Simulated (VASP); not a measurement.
# Si4Ru (R-3m) in VASP: single point with PBE

Aim: the single point of Si4Ru with PBE.

Everything below comes from runs of VASP 6.6.1. Logs are shortened: lines on timing, memory, paths and dates and some standing lists are left out, and cuts for length are marked.

## 1. The cell of the first run

The structure is trigonal, space group R-3m (No. 166). The conventional cell has a = 4.459 Å, b = 4.459 Å, c = 12.376 Å, α = 90.00°, β = 90.00°, γ = 120.00°. Si (site symmetry 3m) has 10 Si at 2.42 to 3.09 Å and 4 Ru at 2.56 to 3.01 Å within 3.2 Å. Si (site symmetry 3m) has 11 Si at 2.42 to 3.09 Å and 3 Ru at 2.71 Å within 3.2 Å. Ru (site symmetry -3m) has 14 Si at 2.56 to 3.01 Å within 3.4 Å.

The cell was built from a structure type or drawn by symmetry, and may not be a known phase.

## 2. Single point, PBE

File INCAR:

```
ALGO = Normal
EDIFF = 1E-6
ENCUT = 500
GGA = PE
GGA_COMPAT = F
ISIF = 2
ISMEAR = 0
LASPH = T
LCHARG = F
LREAL = F
LWAVE = F
NBANDS = 23
NELM = 120
PREC = Accurate
SIGMA = 0.2
```

File KPOINTS:

```
k-points
0
Gamma
  4 4 4
```

File POSCAR:

```
Si4Ru
1.0
    2.2296684029      1.2872996546      4.1253180849
   -2.2296684029      1.2872996546      4.1253180849
    0.0000000000     -2.5745993033      4.1253180867
Si Ru
4 1
Direct
    0.2934220584      0.2934220584      0.2934220584
    0.7065779416      0.7065779416      0.7065779416
    0.0981708700      0.0981708700      0.0981708700
    0.9018291300      0.9018291300      0.9018291300
    0.5000000000      0.5000000000      0.5000000000
```

Potentials or basis: VASP PAW PBE potentials, release 64 (Si, Ru_pv).

The run is started by

```console
$ cat potpaw_PBE.64/Si/POTCAR potpaw_PBE.64/Ru_pv/POTCAR > POTCAR
$ mpirun -np 1 vasp_std > vasp.out
```

OUTCAR:

```text
EDIFF = 1E-6
   ENCUT = 500
   GGA = PE
   ISIF = 2
   ISMEAR = 0
   LASPH = T
   LREAL = F
   NELM = 120
   PREC = Accurate

 ion  position               nearest neighbor table
   1  0.293  0.293  0.293-   3 2.42   5 2.56   4 2.67   4 2.67   4 2.67   2 2.76   2 2.76   2 2.76
                             5 3.01   5 3.01   5 3.01   3 3.09   3 3.09   3 3.09
   2  0.707  0.707  0.707-   4 2.42   5 2.56   3 2.67   3 2.67   3 2.67   1 2.76   1 2.76   1 2.76
                             5 3.01   5 3.01   5 3.01   4 3.09   4 3.09   4 3.09
   3  0.098  0.098  0.098-   1 2.42   4 2.43   2 2.67   2 2.67   2 2.67   5 2.71   5 2.71   5 2.71
                             4 3.08   4 3.08   4 3.08   1 3.09   1 3.09   1 3.09
   4  0.902  0.902  0.902-   2 2.42   3 2.43   1 2.67   1 2.67   1 2.67   5 2.71   5 2.71   5 2.71
                             3 3.08   3 3.08   3 3.08   2 3.09   2 3.09   2 3.09
   5  0.500  0.500  0.500-   1 2.56   2 2.56   3 2.71   3 2.71   4 2.71   4 2.71   3 2.71   4 2.71
                             2 3.01   1 3.01   2 3.01   1 3.01   2 3.01   1 3.01

  LATTYP: Found a trigonal (rhomboedric) cell.
 ALAT       =     4.8627986684
 COS(alpha) =     0.5795271328

  Lattice vectors:

 A1 = (   2.2296684029,   1.2872996546,   4.1253180849)
 A2 = (  -2.2296684029,   1.2872996546,   4.1253180849)
 A3 = (   0.0000000000,  -2.5745993033,   4.1253180867)

Analysis of symmetry for initial positions (statically):
=====================================================================
 Subroutine PRICEL returns:
 Original cell was already a primitive cell.

 Routine SETGRP: Setting up the symmetry group for a
 trigonal (rhombohedral) supercell.

 Subroutine GETGRP returns: Found 12 space group operations
 (whereof 12 operations were pure point group operations)
 out of a pool of 12 trial point group operations.

The static configuration has the point symmetry D_3d.

Analysis of symmetry for dynamics (positions and initial velocities):
=====================================================================
 Subroutine PRICEL returns:
 Original cell was already a primitive cell.

 Routine SETGRP: Setting up the symmetry group for a
 trigonal (rhombohedral) supercell.

 Subroutine GETGRP returns: Found 12 space group operations
 (whereof 12 operations were pure point group operations)
 out of a pool of 12 trial point group operations.

The dynamic configuration has the point symmetry D_3d.

 Subroutine INISYM returns: Found 12 space group operations
 (whereof 12 operations are pure point group operations),
 and found     1 'primitive' translations

----------------------------------------------------------------------------------------

                                     Primitive cell

  volume of cell :      71.0442

  direct lattice vectors                    reciprocal lattice vectors
     2.229668403  1.287299655  4.125318085     0.224248592  0.129469985  0.080801850
    -2.229668403  1.287299655  4.125318085    -0.224248592  0.129469985  0.080801850
     0.000000000 -2.574599303  4.125318087     0.000000000 -0.258939970  0.080801850

  length of vectors
     4.862798668  4.862798668  4.862798668     0.271254211  0.271254211  0.271254211

  position of ions in fractional coordinates (direct lattice)
     0.293422058  0.293422058  0.293422058
     0.706577942  0.706577942  0.706577942
     0.098170870  0.098170870  0.098170870
     0.901829130  0.901829130  0.901829130
     0.500000000  0.500000000  0.500000000

  ion indices of the primitive-cell ions
   primitive index   ion index
                 1           1
                 2           2
                 3           3
                 4           4
                 5           5

----------------------------------------------------------------------------------------

 KPOINTS: k-points

Automatic generation of k-mesh.
 Grid dimensions read from file:
 generate k-points for:    4    4    4

 Generating k-lattice:

  Cartesian coordinates                     Fractional coordinates (reciprocal lattice)
     0.056062148  0.032367496  0.020200462     0.250000000 -0.000000000  0.000000000
    -0.056062148  0.032367496  0.020200462    -0.000000000  0.250000000  0.000000000
     0.000000000 -0.064734992  0.020200463     0.000000000  0.000000000  0.250000000

  Length of vectors
     0.067813553  0.067813553  0.067813553

  Shift w.r.t. Gamma in fractional coordinates (k-lattice)
     0.000000000  0.000000000  0.000000000

 Subroutine IBZKPT returns following result:
 ===========================================

 Found     13 irreducible k-points:

 Following reciprocal coordinates:
            Coordinates               Weight
  0.000000  0.000000  0.000000      1.000000
  0.250000 -0.000000  0.000000      6.000000
  0.500000 -0.000000  0.000000      3.000000
  0.250000  0.250000  0.000000      6.000000
  0.500000  0.250000 -0.000000     12.000000
 -0.250000  0.250000  0.000000      6.000000
  0.500000  0.500000  0.000000      3.000000
  0.250000  0.250000  0.250000      2.000000
  0.500000  0.250000  0.250000      6.000000
 -0.250000  0.250000  0.250000      6.000000
  0.500000  0.500000  0.250000      6.000000
 -0.250000  0.500000  0.250000      6.000000
  0.500000  0.500000  0.500000      1.000000
   k-points           NKPTS =     13   k-points in BZ     NKDIM =     13   number of bands    NBANDS=     23
   number of dos      NEDOS =    301   number of ions     NIONS =      5
   total plane-waves  NPLWV =  46656
   dimension x,y,z NGX =    36 NGY =   36 NGZ =   36
   dimension x,y,z NGXF=    72 NGYF=   72 NGZF=   72
   ions per type =               4   1
   NGX,Y,Z   is equivalent  to a cutoff of  12.31, 12.31, 12.31 a.u.
   NGXF,Y,Z  is equivalent  to a cutoff of  24.61, 24.61, 24.61 a.u.
 SYSTEM =  unknown system
   PREC   = accura    normal or accurate (medium, high low for compatibility)
   ISTART =      0    job   : 0-new  1-cont  2-samecut
   ICHARG =      2    charge: 1-file 2-atom 10-const
   ISPIN  =      1    spin polarized calculation?
   LNONCOLLINEAR =      F non collinear calculations
   LSORBIT =      F    spin-orbit coupling
   LASPH  =      T    aspherical Exc in radial PAW
   ENCUT  =  500.0 eV  36.75 Ry    6.06 a.u.   8.87  8.87  8.87*2*pi/ulx,y,z
   NELM   =    120;   NELMIN=  2; NELMDL= -5     # of ELM steps
   EDIFF  = 0.1E-05   stopping-criterion for ELM
   LREAL  =      F    real-space projection
[... 7 lines left out ...]
   TEBEG  =    0.0;   TEEND  =   0.0 temperature during run
   PSTRESS=    0.0 pullay stress
   NELECT =      30.0000    total number of electrons
   NUPDOWN=      -1.0000    fix difference up-down
   EMIN   =  10.00;   EMAX   =-10.00  energy-range for DOS
   EFERMI =   0.00;   METHOD = LEGACY
   ISMEAR =     0;   SIGMA  =   0.20  broadening in eV -4-tet -1-fermi 0-gaus
   EFERMI_NEDOS =   21; number of points for ismear=-14 and -15
   IALGO  =     38    algorithm
   IMIX   =      4    mixing-type and parameters
     AMIX     =   0.40;   BMIX     =  1.00
     AMIX_MAG =   1.60;   BMIX_MAG =  1.00
  volume/ion in A,a.u.               =      14.21        95.89
  Fermi-wavevector in a.u.,A,eV,Ry     =   1.228209  2.320979 20.524362  1.508498
  Thomas-Fermi vector in A             =   2.363143
   LORBIT       =      0    0 simple, 1 ext, 2 COOP (PROOUT), +10 PAW based schemes
   GGA     = PE    functional components
   LHFCALC =     F    Hartree Fock is set to
   AEXX    =    0.0000 exact exchange contribution
   IVDW    =     0    specifies the selected vdW correction
   LEPSILON=     F    determine dielectric tensor
   LRPA    =     F    only Hartree local field effects (RPA)
 non-spin polarized calculation
 Gauss-broadening in eV      SIGMA  =   0.20
  energy-cutoff  :      500.00
  volume of cell :       71.04
 maximum number of plane-waves:      1811
   NGX = 17   NGY = 17   NGZ = 17

 number of electron      30.0000003 magnetization

 Free energy of the ion-electron system (eV)
  ---------------------------------------------------
  ext. energy  EPLUGINS =         0.00000000
  ---------------------------------------------------
  free energy    TOTEN  =       -29.36989955 eV

  energy without entropy =      -29.29605198  energy(sigma->0) =      -29.33297577

 E-fermi :  10.8620     XC(G=0): -11.7619

 val. band max:       10.8142544336   @ k =   0.5000  -0.0000   0.0000
 cond. band min:      10.9334678325   @ k =   0.5000   0.2500  -0.0000
 fundamental gap:      0.1192133989
 Fermi energy:        10.8619677757

 k-point     1 :       0.0000    0.0000    0.0000
  band No.  band energies     occupation
      1     -32.0262      2.00000
      2     -31.9645      2.00000
      3     -31.9645      2.00000
      4      -3.1092      2.00000
      5       3.8489      2.00000
      6       5.0166      2.00000
[... 15 lines left out ...]
     22      14.0819      0.00000
     23      14.7095      0.00000

 k-point     2 :       0.2500   -0.0000    0.0000
  band No.  band energies     occupation
      1     -32.0262      2.00000
      2     -31.9661      2.00000
      3     -31.9649      2.00000
      4      -2.4435      2.00000
      5       2.4004      2.00000
      6       3.8974      2.00000
[... 15 lines left out ...]
     22      16.3376      0.00000
     23      16.6300      0.00000

 k-point     3 :       0.5000   -0.0000    0.0000
  band No.  band energies     occupation
      1     -32.0263      2.00000
      2     -31.9677      2.00000
      3     -31.9653      2.00000
      4      -0.8454      2.00000
      5      -0.1293      2.00000
      6       3.7876      2.00000
[... 15 lines left out ...]
     22      15.4011      0.00000
     23      16.8139      0.00000
[... 209 lines left out ...]
 k-point    12 :      -0.2500    0.5000    0.2500
  band No.  band energies     occupation
      1     -32.0267      2.00000
      2     -31.9671      2.00000
      3     -31.9660      2.00000
      4       0.2955      2.00000
      5       0.5938      2.00000
      6       0.7930      2.00000
[... 15 lines left out ...]
     22      16.0360      0.00000
     23      17.0488      0.00000

 k-point    13 :       0.5000    0.5000    0.5000
  band No.  band energies     occupation
      1     -32.0275      2.00000
      2     -31.9647      2.00000
      3     -31.9647      2.00000
      4      -1.2632      2.00000
      5      -0.6883      2.00000
      6       5.0949      2.00000
[... 15 lines left out ...]
     22      15.9488      0.00000
     23      16.1377      0.00000

------------------------ aborting loop because EDIFF is reached ----------------------------------------

  FORCE on cell =-STRESS in cart. coord.  units (eV):
  Direction    XX          YY          ZZ          XY          YZ          ZX
  --------------------------------------------------------------------------------------
  -------------------------------------------------------------------------------------
  Total       -0.1871916     -0.1871916      0.1749940      0.0000000      0.0000000      0.0000000
  in kB       -4.2215156     -4.2215156      3.9464360      0.0000000      0.0000000      0.0000000
  external PRESSURE =      -1.4988651 kB  Pullay stress =       0.0000000 kB

 VOLUME and BASIS-vectors are now :
 -----------------------------------------------------------------------------
  energy-cutoff  :      500.00
  volume of cell :       71.04
      direct lattice vectors                 reciprocal lattice vectors
     2.229668403  1.287299655  4.125318085     0.224248592  0.129469985  0.080801850
    -2.229668403  1.287299655  4.125318085    -0.224248592  0.129469985  0.080801850
     0.000000000 -2.574599303  4.125318087     0.000000000 -0.258939970  0.080801850

 POSITION                                       TOTAL-FORCE (eV/Angst)
 -----------------------------------------------------------------------------------
      0.00000      0.00000      3.63138         0.000000     -0.000000     -0.036393
      0.00000      0.00000      8.74458         0.000000      0.000000      0.036393
      0.00000      0.00000      1.21496         0.000000      0.000000      0.008795
      0.00000      0.00000     11.16100         0.000000     -0.000000     -0.008795
      0.00000      0.00000      6.18798         0.000000     -0.000000      0.000000
 -----------------------------------------------------------------------------------
    total drift:                                0.000000     -0.000000      0.000000

  FREE ENERGIE OF THE ION-ELECTRON SYSTEM (eV)
  ---------------------------------------------------
  free  energy   TOTEN  =       -29.3698995456 eV

  energy  without entropy=      -29.2960519849  energy(sigma->0) =      -29.33297577
```

Wall time 14 s (1 thread of AMD EPYC 9R45 (Zen 5), shared host); peak memory 0.17 GiB.

Results:

```yaml
Free_energy: -29.3699 eV
Pressure: -0.1 GPa
Largest_force: 0.036 eV/Å
Band_gap_on_the_k_mesh: zero (bands 15 and 16 overlap by 1.59 eV)
```

Forces in eV/Å, atoms in the order of the input:
```
Si   0.000  0.000 -0.036
Si   0.000  0.000  0.036
Si   0.000  0.000  0.009
Si   0.000  0.000 -0.009
Ru   0.000  0.000  0.000
```

Levels at points of the mesh, in eV from the Fermi level:
| k point | band 13 | band 14 | band 15 | band 16 | band 17 | band 18 |
| --- | --- | --- | --- | --- | --- | --- |
| (0.00, 0.00, 0.00) | -2.94 | -2.94 | -0.69 | 0.42 | 0.74 | 0.74 |
| (0.50, 0.00, 0.00) | -2.65 | -0.19 | -0.05 | 0.26 | 0.36 | 2.64 |
| (0.50, 0.50, 0.00) | -1.98 | -0.42 | 0.74 | 1.84 | 1.90 | 2.15 |
| (0.50, 0.50, 0.50) | -2.70 | -0.72 | -0.11 | 0.09 | 0.09 | 1.22 |

Caveat: the k points lie up to 0.43 Å⁻¹ apart, too coarse for converged energies and pressures of a metal.
